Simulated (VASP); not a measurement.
Input of a VASP 6.6.1 run:

Contents of INCAR:

```
ALGO = Normal
EDIFF = 1E-6
ENCUT = 520
GGA = PE
ISIF = 2
ISMEAR = 0
LASPH = True
LCHARG = False
LREAL = False
LWAVE = False
NBANDS = 16
NELM = 100
PREC = Accurate
SIGMA = 0.02
```

The input KPOINTS:

```
k-points
0
Gamma
  12 12 6
```

POSCAR

```
AlN
1.0
    3.1302084198      0.0000000000      0.0000000000
   -1.5651042099      2.7108400106      0.0000000000
    0.2258119495      0.0000000000      5.0180433220
Al N
2 2
Direct
    0.6642443011      0.3333813877      0.4994269169
    0.3308629134      0.6666186123      0.9994269169
    0.6688264605      0.3327601355      0.8805730831
    0.3360663250      0.6672398645      0.3805730831
```

Potentials or basis: VASP PAW PBE potentials, release 64 (Al, N).

Launch:

```sh
$ cat potpaw_PBE.64/Al/POTCAR potpaw_PBE.64/N/POTCAR > POTCAR
$ mpirun -np 1 vasp_std > vasp.out
```

(1) Estimate the pressure.

(2) Predict the band gap on the k mesh.

Results:

(1) -0.3 GPa.

(2) 3.95 eV.

Caveat: the cell differs from its parent crystal (shear of c along a, cell held: +4.5 %, then relaxed in part).
